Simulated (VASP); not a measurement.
**AlRu (rocksalt type): single point with PBE**

AlRu (rocksalt type):

```xyz
2
Lattice="0.0000 2.3689 2.3689 2.3689 0.0000 2.3689 2.3689 2.3689 0.0000" Properties=species:S:1:pos:R:3 pbc="T T T"
Ru    0.0000    0.0000    0.0000
Al    2.3689    2.3689    2.3689
```

* Program: VASP 6.6.1
* Task: single point
* Functional: PBE
* Potentials or basis: VASP PAW PBE potentials, release 64 (Ru_pv, Al)
* Cutoff: 520 eV
* k mesh: 14 × 14 × 14
* Occupations: fermi-dirac, width 0.1 eV
* Spin: no spin polarisation
* Dipole correction: no
* Further INCAR settings: ALGO = Normal; EDIFF = 1e-07; NBANDS = 16

```yaml
Pressure: 30.3 GPa
Band_gap_on_the_k_mesh: zero (an odd number of electrons rules out a gap without spin polarisation)
```

Levels at points of the mesh, in eV from the Fermi level:
```csv
k point,band 5,band 6,band 7,band 8,band 9,band 10,band 11,band 12,band 13,band 14
"(0.00, 0.00, 0.00)",-2.57,-2.57,-2.57,-2.12,-2.12,7.38,7.38,7.38,10.04,12.65
"(0.50, 0.00, 0.00)",-4.73,-3.39,-3.39,-0.41,-0.41,1.69,7.69,8.45,8.45,12.28
"(0.50, 0.50, 0.00)",-4.37,-2.80,-1.19,0.10,0.10,2.70,2.71,2.71,10.40,11.30
```

Wall time 65 s on 1 thread of Intel Xeon 8259CL (shared host), peak memory 0.19 GiB.

Caveat: the cell stands under pressure.
